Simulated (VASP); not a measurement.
A run of VASP 6.6.1 is set up as follows.

File POSCAR:

```
Pd
1.0
   -1.5929712806      1.5929712806      1.5929712806
    1.5929712806     -1.5929712806      1.5929712806
    1.5929712806      1.5929712806     -1.5929712806
Pd
1
Direct
    0.0000000000      0.0000000000      0.0000000000
```

Contents of INCAR.step1:

```
ALGO = Normal
EDIFF = 1E-4
ENCUT = 520
GGA = PE
ISMEAR = -1
LASPH = T
LCHARG = F
LREAL = F
LWAVE = T
NBANDS = 11
NELM = 100
PREC = Accurate
SIGMA = 0.05
```

The input INCAR.step2:

```
ALGO = Normal
EDIFF = 1E-6
ENCUT = 520
ISIF = 2
ISMEAR = -1
ISTART = 1
LASPH = T
LCHARG = F
LMIXTAU = T
LREAL = F
LWAVE = F
METAGGA = R2SCAN
NBANDS = 11
NELM = 100
PREC = Accurate
SIGMA = 0.05
```

File KPOINTS:

```
k-points
0
Gamma
  10 10 10
```

Potentials or basis: VASP PAW PBE potentials, release 64 (Pd).

Command:

```console
$ cat potpaw_PBE.64/Pd/POTCAR > POTCAR
$ cp INCAR.step1 INCAR
$ mpirun -np 1 vasp_std > vasp.out
$ cp INCAR.step2 INCAR
$ mpirun -np 1 vasp_std > vasp.out
```

Question: What does it give for the band gap on the k mesh?

Answer: Zero (band 5 reaches 8.69 eV, above the bottom of band 6 at 7.25 eV).

Question: What does it give for the pressure?

Answer: -10.3 GPa.

Caveat: the PAW data sets were made with another functional, which shifts forces and pressure a little.
